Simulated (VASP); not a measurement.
# O (Fmmm) in VASP: further runs

Runs on O. Level: LDA. Tasks: single point.

Everything below comes from runs of VASP 6.6.1. Logs are shortened: lines on timing, memory, paths and dates and some standing lists are left out, and cuts for length are marked.

## (1) The cell of the first run

It takes space group Fmmm (No. 69, orthorhombic). Conventional cell: a = 3.148 Å, b = 3.169 Å, c = 6.927 Å, α = 90.00°, β = 90.00°, γ = 90.00°. Within 1.5 Å of O (site symmetry mm2) lie 1 O at 1.12 Å.

## (2) Single point, LDA (8.64 Å³/atom)

INCAR reads:

```
PREC     = Accurate       # precision mode
ENCUT    = 520            # plane-wave cutoff, eV
EDIFF    = 1E-7           # SCF threshold, eV
ISMEAR   = 0              # smearing method
SIGMA    = 0.15           # smearing width, eV
LREAL    = F              # projectors in reciprocal space
LASPH    = T              # aspherical terms in the spheres
NELM     = 100            # most SCF steps
ALGO     = Normal         # electronic algorithm
ISIF     = 2              # what is computed and relaxed
LWAVE    = F              # write WAVECAR
LCHARG   = F              # write CHGCAR
GGA      = CA             # functional
NBANDS   = 13             # bands
```

KPOINTS reads:

```
regular mesh
0
Gamma
  22 22 22
```

POSCAR reads:

```
O
1.0
    0.0000000000      1.5843530486      3.4635546785
    1.5741248961      0.0000000000      3.4635546785
    1.5741248961      1.5843530486      0.0000000000
O
2
Direct
    0.0808467867      0.0808467867      0.9191532133
    0.9191532133      0.9191532133      0.0808467867
```

Potentials or basis: VASP PAW LDA potentials, release 64 (O).

Run with:

```
> cat potpaw_LDA.64/O/POTCAR > POTCAR
> mpirun -np 1 vasp_std > vasp.out
```

OUTCAR:

```text
PREC = Accurate
   ENCUT = 520
   EDIFF = 1E-7
   ISMEAR = 0
   LREAL = F
   LASPH = T
   NELM = 100
   ISIF = 2
   GGA = CA

 ion  position               nearest neighbor table
   1  0.081  0.081  0.919-   2 1.12
   2  0.919  0.919  0.081-   1 1.12

  LATTYP: Found a face centered orthorhombic cell.
 ALAT       =     3.1482497922
 B/A-ratio  =     1.0064976753
 C/A-ratio  =     2.2003048723

  Lattice vectors:

 A1 = (   0.0000000000,   1.5843530486,   3.4635546785)
 A2 = (   1.5741248961,   0.0000000000,   3.4635546785)
 A3 = (   1.5741248961,   1.5843530486,   0.0000000000)

Analysis of symmetry for initial positions (statically):
=====================================================================
 Subroutine PRICEL returns:
 Original cell was already a primitive cell.

 Routine SETGRP: Setting up the symmetry group for a
 face centered orthorhombic supercell.

 Subroutine GETGRP returns: Found  8 space group operations
 (whereof  8 operations were pure point group operations)
 out of a pool of  8 trial point group operations.

The static configuration has the point symmetry D_2h.

Analysis of symmetry for dynamics (positions and initial velocities):
=====================================================================
 Subroutine PRICEL returns:
 Original cell was already a primitive cell.

 Routine SETGRP: Setting up the symmetry group for a
 face centered orthorhombic supercell.

 Subroutine GETGRP returns: Found  8 space group operations
 (whereof  8 operations were pure point group operations)
 out of a pool of  8 trial point group operations.

The dynamic configuration has the point symmetry D_2h.

 Subroutine INISYM returns: Found  8 space group operations
 (whereof  8 operations are pure point group operations),
 and found     1 'primitive' translations

----------------------------------------------------------------------------------------

                                     Primitive cell

  volume of cell :      17.2760

  direct lattice vectors                    reciprocal lattice vectors
     0.000000000  1.584353049  3.463554678    -0.317636803  0.315586226  0.144360360
     1.574124896  0.000000000  3.463554678     0.317636803 -0.315586226  0.144360360
     1.574124896  1.584353049  0.000000000     0.317636803  0.315586226 -0.144360360

  length of vectors
     3.808724930  3.804481594  2.233392883     0.470454800  0.470454800  0.470454800

  position of ions in fractional coordinates (direct lattice)
     0.080846787  0.080846787  0.919153213
     0.919153213  0.919153213  0.080846787

[... 82 lines left out ...]
   ISIF   =      2    stress and relaxation
   ISYM   =      2    0-nonsym 1-usesym 2-fastsym
   POTIM  = 0.5000    time-step for ionic-motion
   TEBEG  =    0.0;   TEEND  =   0.0 temperature during run
   PSTRESS=    0.0 pullay stress
   NELECT =      12.0000    total number of electrons
   NUPDOWN=      -1.0000    fix difference up-down
   EMIN   =  10.00;   EMAX   =-10.00  energy-range for DOS
   EFERMI =   0.00;   METHOD = LEGACY
   ISMEAR =     0;   SIGMA  =   0.15  broadening in eV -4-tet -1-fermi 0-gaus
   EFERMI_NEDOS =   21; number of points for ismear=-14 and -15
   IALGO  =     38    algorithm
   IMIX   =      4    mixing-type and parameters
     AMIX     =   0.40;   BMIX     =  1.00
     AMIX_MAG =   1.60;   BMIX_MAG =  1.00
  volume/ion in A,a.u.               =       8.64        58.29
  Fermi-wavevector in a.u.,A,eV,Ry     =   1.449843  2.739805 28.600038  2.102043
  Thomas-Fermi vector in A             =   2.567523
   LORBIT       =      0    0 simple, 1 ext, 2 COOP (PROOUT), +10 PAW based schemes
   GGA     = CA    functional components
   LHFCALC =     F    Hartree Fock is set to
   AEXX    =    0.0000 exact exchange contribution
   IVDW    =     0    specifies the selected vdW correction
   LEPSILON=     F    determine dielectric tensor
   LRPA    =     F    only Hartree local field effects (RPA)
 non-spin polarized calculation
 Gauss-broadening in eV      SIGMA  =   0.15
  energy-cutoff  :      520.00
  volume of cell :       17.28
 maximum number of plane-waves:       477
   NGX = 15   NGY = 15   NGZ =  9

 number of electron      12.0000001 magnetization

 Free energy of the ion-electron system (eV)
  ---------------------------------------------------
  ext. energy  EPLUGINS =         0.00000000
  ---------------------------------------------------
  free energy    TOTEN  =       -10.54996115 eV

  energy without entropy =      -10.54133991  energy(sigma->0) =      -10.54565053

 E-fermi :   3.0108     XC(G=0): -11.5210

 val. band max:        3.0103291910   @ k =  -0.1818   0.0455   0.1818
 cond. band min:       3.0115786426   @ k =   0.2727   0.5000   0.0909
 fundamental gap:      0.0012494516
 Fermi energy:         3.0107875668

 k-point     1 :       0.0000    0.0000    0.0000
  band No.  band energies     occupation
      1     -27.9217      2.00000
      2     -11.6534      2.00000
      3      -7.7446      2.00000
      4      -3.4866      2.00000
      5      -3.4657      2.00000
      6       4.7723      0.00000
      7       4.7918      0.00000
      8      14.0261      0.00000
      9      16.0334      0.00000
     10      16.4699      0.00000
     11      23.0305      0.00000
     12      23.9615      0.00000
     13      29.5538      0.00000
[... 354 lines left out ...]
  band No.  band energies     occupation
      1     -26.8310      2.00000
      2     -10.6538      2.00000
      3      -8.9580      2.00000
      4      -5.2181      2.00000
      5      -2.9498      2.00000
      6       0.3225      2.00000
      7       5.3554      0.00000
      8      14.3636      0.00000
      9      19.0466      0.00000
     10      20.1085      0.00000
     11      21.8328      0.00000
     12      22.3248      0.00000
     13      31.1743      0.00000

 [... further k-points ...]
[... 5 lines left out ...]
  --------------------------------------------------------------------------------------
  -------------------------------------------------------------------------------------
  Total        0.6159769      0.6116165     12.5059650      0.0000000      0.0000000      0.0000000
  in kB       57.1257411     56.7213491   1159.8039839      0.0000000      0.0000000      0.0000000
  external PRESSURE =     424.5503580 kB  Pullay stress =       0.0000000 kB

 VOLUME and BASIS-vectors are now :
 -----------------------------------------------------------------------------
  energy-cutoff  :      520.00
  volume of cell :       17.28
      direct lattice vectors                 reciprocal lattice vectors
     0.000000000  1.584353049  3.463554678    -0.317636803  0.315586226  0.144360360
     1.574124896  0.000000000  3.463554678     0.317636803 -0.315586226  0.144360360
     1.574124896  1.584353049  0.000000000     0.317636803  0.315586226 -0.144360360

 POSITION                                       TOTAL-FORCE (eV/Angst)
 -----------------------------------------------------------------------------------
      1.57412      1.58435      0.56003         0.000000      0.000000     10.920068
      1.57412      1.58435      6.36707         0.000000      0.000000    -10.920068
 -----------------------------------------------------------------------------------
    total drift:                               -0.000000     -0.000000      0.000000

  FREE ENERGIE OF THE ION-ELECTRON SYSTEM (eV)
  ---------------------------------------------------
  free  energy   TOTEN  =       -10.5499611494 eV

  energy  without entropy=      -10.5413399149  energy(sigma->0) =      -10.54565053
```

It took 2.1 min on 1 thread of Intel Xeon 6975P-C (Granite Rapids), shared host; peak memory 0.34 GiB.

Results:

| Quantity | Value |
| --- | --- |
| Free energy | -10.5500 eV |
| Pressure | 42.5 GPa |
| Largest force | 10.920 eV/Å |
| Band gap on the k mesh | zero (bands 6 and 7 overlap by 3.50 eV) |

Forces in eV/Å, atoms in the order of the input:
```
O     0.000   0.000  10.920
O     0.000   0.000 -10.920
```

Levels at points of the mesh, in eV from the Fermi level:
| k point | band 4 | band 5 | band 6 | band 7 | band 8 | band 9 |
| --- | --- | --- | --- | --- | --- | --- |
| (0.00, 0.00, 0.00) | -6.50 | -6.48 | 1.76 | 1.78 | 11.02 | 13.02 |
| (0.50, 0.00, 0.00) | -8.24 | -5.96 | -2.68 | 2.34 | 11.30 | 16.51 |
| (0.50, 0.50, 0.00) | -6.59 | -6.57 | 2.02 | 2.03 | 8.09 | 10.49 |
| (0.50, 0.00, 0.50) | -10.48 | -6.98 | -1.87 | -1.14 | 9.87 | 13.31 |
| (0.00, 0.50, 0.50) | -10.53 | -6.96 | -1.92 | -1.10 | 9.86 | 13.28 |

Caveat: the standard files for N, O and F lose accuracy on very short bonds; spin is off for a triplet molecule; the stress differs along the axes, from 6 to 116 GPa; forces of over 1 eV/Å act on the atoms, so gaps and moduli don't describe the material at rest.

## (3) Single point, LDA (8.64 Å³/atom)

INCAR reads:

```
PREC = Accurate
ENCUT = 520
EDIFF = 1E-6
ISMEAR = 0
SIGMA = 0.15
LREAL = False
LASPH = True
NELM = 60
ALGO = Normal
ISIF = 2
LWAVE = False
LCHARG = True
LELF = True
LVHAR = True
NBANDS = 13
```

KPOINTS reads:

```
Automatic mesh
0
Gamma
  22 22 22
```

POSCAR reads:

```
O
1.0
    0.0000000000      1.5016571657      3.8555326942
    1.4919628753      0.0000000000      3.8555326942
    1.4919628753      1.5016571657      0.0000000000
O
2
Direct
    0.0808467867      0.0808467867      0.9191532133
    0.9191532133      0.9191532133      0.0808467867
```

Potentials or basis: VASP PAW LDA potentials, release 64 (O).

Run with:

```
> cat potpaw_LDA.64/O/POTCAR > POTCAR
> mpirun -np 1 vasp_std > vasp.out
```

Wall time 1.7 min (1 thread of Intel Xeon 6975P-C (Granite Rapids), shared host); peak memory 0.34 GiB.

The run converged. Its results:

| Property | Result |
| --- | --- |
| Free energy | -10.7887 eV |
| Pressure | 9.6 GPa |
| Largest force | 2.297 eV/Å |
| Band gap on the k mesh | zero (bands 6 and 7 overlap by 4.31 eV) |

Forces in eV/Å, atoms in the order of the input:
```
O    0.000  0.000 -2.297
O    0.000  0.000  2.297
```

Stress tensor (GPa, compression positive):
```
 28.35   0.00   0.00
  0.00  28.52   0.00
  0.00   0.00 -27.96
```

Levels at points of the mesh, in eV from the Fermi level:
```csv
k point,band 3,band 4,band 5,band 6,band 7,band 8,band 9,band 10
"(0.00, 0.00, 0.00)",-9.45,-3.34,-3.31,2.31,2.34,9.08,11.68,13.81
"(0.50, 0.00, 0.00)",-10.60,-6.96,-3.46,-2.57,2.95,8.56,15.73,16.44
"(0.50, 0.50, 0.00)",-7.79,-3.38,-3.35,2.41,2.43,5.04,13.47,14.74
"(0.50, 0.00, 0.50)",-8.76,-8.57,-5.54,-2.05,-1.76,9.91,11.29,18.38
"(0.00, 0.50, 0.50)",-8.69,-8.64,-5.52,-2.11,-1.70,9.89,11.28,18.37
```

Caveat: the standard files for N, O and F lose accuracy on very short bonds; spin is off for a triplet molecule; the stress differs along the axes, from -28 to 29 GPa; forces of over 1 eV/Å act on the atoms, so gaps and moduli don't describe the material at rest.

## (4) Single point, LDA (8.64 Å³/atom)

INCAR reads:

```
  PREC = Accurate
  ENCUT = 520
  EDIFF = 1E-6
  ISMEAR = 0
  SIGMA = 0.15
  LREAL = False
  LASPH = True
  NELM = 100
  ALGO = Normal
  ISIF = 2
  LWAVE = False
  LCHARG = True
  GGA = CA
  LELF = True
  LVHAR = True
  NBANDS = 13
```

KPOINTS reads:

```
regular mesh
0
Gamma
  22 22 22
```

POSCAR reads:

```
O
1.0
    0.0000000000      1.6273822526      3.2828181424
    1.6168763153      0.0000000000      3.2828181424
    1.6168763153      1.6273822526      0.0000000000
O
2
Direct
    0.0808467867      0.0808467867      0.9191532133
    0.9191532133      0.9191532133      0.0808467867
```

Run with:

```
> cat potpaw_LDA.64/O/POTCAR > POTCAR
> mpirun -np 1 vasp_std > vasp.out
```

Run time: 2 min. Hardware: 1 thread of Intel Xeon 6975P-C (Granite Rapids), shared host; peak memory 0.34 GiB.

The run converged. Its results:

| Quantity | Value |
| --- | --- |
| Free energy | -9.5865 eV |
| Pressure | 73.9 GPa |
| Largest force | 22.230 eV/Å |
| Band gap on the k mesh | zero (bands 6 and 7 overlap by 3.20 eV) |

Forces on the atoms (eV/Å):
```
O     0.000   0.000  22.230
O     0.000   0.000 -22.230
```

Stress tensor (GPa, compression positive):
```
 -1.53   0.00   0.00
  0.00  -1.67   0.00
  0.00   0.00 224.82
```

Levels at points of the mesh, in eV from the Fermi level:
```tsv
k point	band 4	band 5	band 6	band 7	band 8	band 9
(0.00, 0.00, 0.00)	-8.23	-8.22	1.50	1.52	9.89	13.54
(0.50, 0.00, 0.00)	-9.00	-7.81	-2.36	2.10	11.82	16.43
(0.50, 0.50, 0.00)	-8.36	-8.34	1.89	1.90	9.08	9.47
(0.50, 0.00, 0.50)	-11.63	-7.80	-1.88	-0.83	9.11	14.45
(0.00, 0.50, 0.50)	-11.67	-7.77	-1.93	-0.79	9.10	14.42
```

Caveat: the standard files for N, O and F lose accuracy on very short bonds; spin is off for a triplet molecule; the stress differs along the axes, from -2 to 225 GPa; forces of over 1 eV/Å act on the atoms, so gaps and moduli don't describe the material at rest.

## (5) Single point, LDA (10.19 Å³/atom)

This run uses another cell than the first one, of 10.19 Å³/atom.

INCAR reads:

```
SYSTEM = O
  PREC = Accurate
  ENCUT = 520
  EDIFF = 1E-6
  ISMEAR = 0
  SIGMA = 0.15
  LREAL = .False.
  LASPH = .True.
  NELM = 100
  ALGO = Normal
  ISIF = 2
  LWAVE = .False.
  LCHARG = .True.
  LELF = .True.
  LVHAR = .True.
  NBANDS = 13
```

KPOINTS reads:

```
regular mesh
0
Gamma
  22 22 22
  0 0 0
```

POSCAR reads:

```
O
1.0
    0.0000000000      1.6515134026      3.7584571609
    1.6408516812      0.0000000000      3.7584571609
    1.6408516812      1.6515134026      0.0000000000
O
2
Direct
    0.0808467867      0.0808467867      0.9191532133
    0.9191532133      0.9191532133      0.0808467867
```

Run with:

```
> cat potpaw_LDA.64/O/POTCAR > POTCAR
> mpirun -np 1 vasp_std > vasp.out
```

Wall time 3.8 min (1 thread of Intel Xeon Platinum 8488C (Sapphire Rapids), shared host); peak memory 0.38 GiB.

It converged, with:

| Property | Result |
| --- | --- |
| Free energy | -11.0417 eV |
| Pressure | -2.0 GPa |
| Largest force | 0.179 eV/Å |
| Band gap on the k mesh | zero (bands 6 and 7 overlap by 2.88 eV) |

Forces in eV/Å, atoms in the order of the input:
```
O    0.000  0.000  0.179
O    0.000  0.000 -0.179
```

Stress tensor (GPa, compression positive):
```
-3.34  0.00  0.00
 0.00 -3.43  0.00
 0.00  0.00  0.63
```

Levels at points of the mesh, in eV from the Fermi level:
| k point | band 2 | band 3 | band 4 | band 5 | band 6 | band 7 | band 8 | band 9 | band 10 | band 11 |
| --- | --- | --- | --- | --- | --- | --- | --- | --- | --- | --- |
| (0.00, 0.00, 0.00) | -14.47 | -9.00 | -4.86 | -4.84 | 1.51 | 1.53 | 10.39 | 10.42 | 12.58 | 18.97 |
| (0.50, 0.00, 0.00) | -13.51 | -9.64 | -7.14 | -4.39 | -2.21 | 1.96 | 9.29 | 15.07 | 15.40 | 18.37 |
| (0.50, 0.50, 0.00) | -15.27 | -7.41 | -4.92 | -4.90 | 1.66 | 1.68 | 6.34 | 10.63 | 14.11 | 19.41 |
| (0.50, 0.00, 0.50) | -12.34 | -8.53 | -8.33 | -6.24 | -1.45 | -1.01 | 10.41 | 10.76 | 17.61 | 17.73 |
| (0.00, 0.50, 0.50) | -12.35 | -8.48 | -8.37 | -6.22 | -1.49 | -0.97 | 10.38 | 10.76 | 17.60 | 17.89 |

Caveat: the standard files for N, O and F lose accuracy on very short bonds; spin is off for a triplet molecule.

## (6) Overview

```csv
cell,gap on the mesh (eV),pressure (GPa),largest force (eV/Å)
"a = 3.809, b = 3.804, c = 2.233 Å, angles 73.0, 72.8, 34.1°, 2 atoms",none,42.5,10.92
"a = 4.138, b = 4.134, c = 2.117 Å, angles 75.3, 75.1, 29.7°, 2 atoms",none,9.6,2.30
"a = 3.664, b = 3.659, c = 2.294 Å, angles 71.9, 71.6, 36.5°, 2 atoms",none,73.9,22.23
"a = 4.105, b = 4.101, c = 2.328 Å, angles 73.6, 73.4, 33.0°, 2 atoms",none,-2.0,0.18
```

Alike in all rows: task single point; level LDA; potentials or basis VASP PAW LDA potentials, release 64 (O); no spin polarisation; k mesh 22 × 22 × 22; cutoff (eV) 520; smearing gaussian 0.15 eV.

Caveats: the standard files for N, O and F lose accuracy on very short bonds; spin is off for a triplet molecule; forces of over 1 eV/Å act on the atoms, so gaps and moduli don't describe the material at rest (at least some runs); the stress differs along the axes, from 6 to 116 GPa (at least some runs); the stress differs along the axes, from -28 to 29 GPa (at least some runs); the stress differs along the axes, from -2 to 225 GPa (at least some runs).

Absolute energies hang on the potentials; compare differences alone.
